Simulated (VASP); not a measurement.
Set up this calculation in VASP 6.6.1, as the native input.

```yaml
Task: single point
Functional: PBE
Potentials_or_basis: VASP PAW PBE potentials, release 64 (C, O, H)
Cutoff: 520 eV
k_mesh: 2 × 2 × 1
Occupations: gaussian, width 0.02 eV
Spin: collinear spin, zero start
Starting_moments: "[0.0, 0.0, 0.0, 0.0, 0.0, 0.0, 0.0, 0.0, 0.0, 0.0, 0.0, 0.0, 0.0, 0.0, 0.0, 0.0, 0.0, 0.0, 0.0, 0.0] μB"
Dipole_correction: no
Further_INCAR_settings: LREAL = Auto; ALGO = Normal; EDIFF = 1e-06; NBANDS = 60
```

The structure of HC18O lies in POSCAR:

```
HC18O
1.0
    7.3980000000      0.0000000000      0.0000000000
   -3.6990000000      6.4068560000      0.0000000000
    0.0000000000      0.0000000000     11.0000000000
C O H
18 1 1
Direct
   -0.0175385056     -0.0105885008      0.0830840000
    0.2047993001      0.1009524797      0.0843055455
   -0.0179814048      0.3222842842      0.0827420909
    0.2044558327      0.4339727629      0.0825285455
   -0.0178253337      0.6557153774      0.0843213636
    0.2042742542      0.7668107415      0.0909041818
    0.3157869378     -0.0101614583      0.0909024545
    0.5380459653      0.1009743312      0.0842130000
    0.3157698326      0.3226215791      0.0824246364
    0.5380723910      0.4343910648      0.0827385455
    0.3154118376      0.6556933697      0.0842239091
    0.5378474572      0.7672245170      0.0831711818
    0.6489625336     -0.0105477632      0.0831617273
    0.8713218063      0.1006154969      0.0823176364
    0.6488104361      0.3226919725      0.0825230909
    0.8714754637      0.4340428441      0.0824339091
    0.6490423185      0.6560551696      0.0823274545
    0.8713901921      0.7672661911      0.0830925455
    0.2236064334      0.8784745591      0.2919565455
    0.3368286199      0.8785466694      0.3375370000
```

One way to write it, as run:

INCAR

```
  PREC = Accurate
  ENCUT = 520
  EDIFF = 1E-6
  ISMEAR = 0
  SIGMA = 0.02
  LREAL = Auto
  LASPH = True
  NELM = 150
  ALGO = Normal
  ISIF = 2
  LWAVE = False
  LCHARG = False
  ISPIN = 2
  MAGMOM = 0 0 0 0 0 0 0 0 0 0 0 0 0 0 0 0 0 0 0 0
  LORBIT = 11
  GGA = PE
  NBANDS = 60
```

KPOINTS

```
Automatic mesh
0
Gamma
  2 2 1
```

Potentials or basis: VASP PAW PBE potentials, release 64 (C, O, H).

Run with:

```sh
$ cat potpaw_PBE.64/C/POTCAR potpaw_PBE.64/O/POTCAR potpaw_PBE.64/H/POTCAR > POTCAR
$ mpirun -np 1 vasp_std > vasp.out
```

Results of the run:

- Largest force: 0.116 eV/Å
- Net moment: 0.00 μB per cell
- Valence electrons inside the program's atomic spheres: C 2.64, 2.65, 2.62 (each value once); O 4.98; H 0.75

Caveat: the k points lie up to 0.49 Å⁻¹ apart.

Wall time 7.3 min on 1 thread of Intel(R) Xeon(R) 6975P-C (Granite Rapids) (shared host), peak memory 0.81 GiB.
